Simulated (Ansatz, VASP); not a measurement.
# One calculation of MgO, two programs

The input INCAR:

```
  PREC = Accurate
  ENCUT = 600
  EDIFF = 1E-6
  ISMEAR = 0
  SIGMA = 0.02
  LREAL = F
  LASPH = T
  NELM = 100
  ALGO = Normal
  ISIF = 3
  LWAVE = F
  LCHARG = F
  GGA = PE
  IBRION = 2
  NSW = 65
  EDIFFG = -0.01
```

KPOINTS

```
Automatic mesh
0
Gamma
  9 9 6
```

Contents of POSCAR:

```
MgO
1.0
    3.0078485001      0.0000000000      0.0000000000
   -1.5039242501      2.6048732118      0.0000000000
    0.0000000000      0.0000000000      4.9117021012
Mg O
2 2
Direct
    0.0000000000      0.0000000000      0.0000000000
    0.0000000000      0.0000000000      0.5000000000
    0.3333333333      0.6666666667      0.2500000000
    0.6666666667      0.3333333333      0.7500000000
```

Input for Ansatz:

```yaml
crystal:
  lattice:
    - [3.0078485001, 0.0, 0.0]
    - [-1.5039242501, 2.6048732118, 0.0]
    - [0.0, 0.0, 4.9117021012]
  atoms:
    - { symbol: Mg, position: [0.0, 0.0, 0.0] }
    - { symbol: O, position: [0.3333333333, 0.6666666667, 0.25] }
    - { symbol: Mg, position: [0.0, 0.0, 0.5] }
    - { symbol: O, position: [0.6666666667, 0.3333333333, 0.75] }
basis:
  ecutwfc: 420
kpoints:
  mp_grid: { grid: [9, 9, 6] }
hamiltonian:
  xc: pbe
scf:
  occupations: { method: gaussian, width: 0.02 }
output:
  forces: true
  stress: true
  eigenvalues: true
  populations: true
relax:
  adjacent_minimum: "off"
  f_tol: 0.01
  max_steps: 45
  cell: { stress_tol: 0.05 }
```

Alike in both runs: task relaxation of cell and atoms; functional PBE; k mesh 9 × 9 × 6; occupations gaussian, width 0.02 eV; no spin polarisation.

```csv
,VASP,Ansatz
version,VASP 6.6.1,Ansatz 0.2.0
potentials or method,"VASP PAW PBE potentials, release 64 (Mg, O), cutoff 600 eV","scalar-relativistic, plane waves, PAW"
valence electrons in the cell,16,32
```

```tsv
	VASP	Ansatz	Ansatz less VASP
gap on the k mesh at the Fermi level, each at its own relaxed structure (eV)	4.17	4.13	-0.038
relaxed volume (Å³/atom)	9.71	9.77	+0.058
```

VASP's potentials hold 16 valence electrons a cell and Ansatz's 32, so a difference there can come from the potentials and not from the codes.
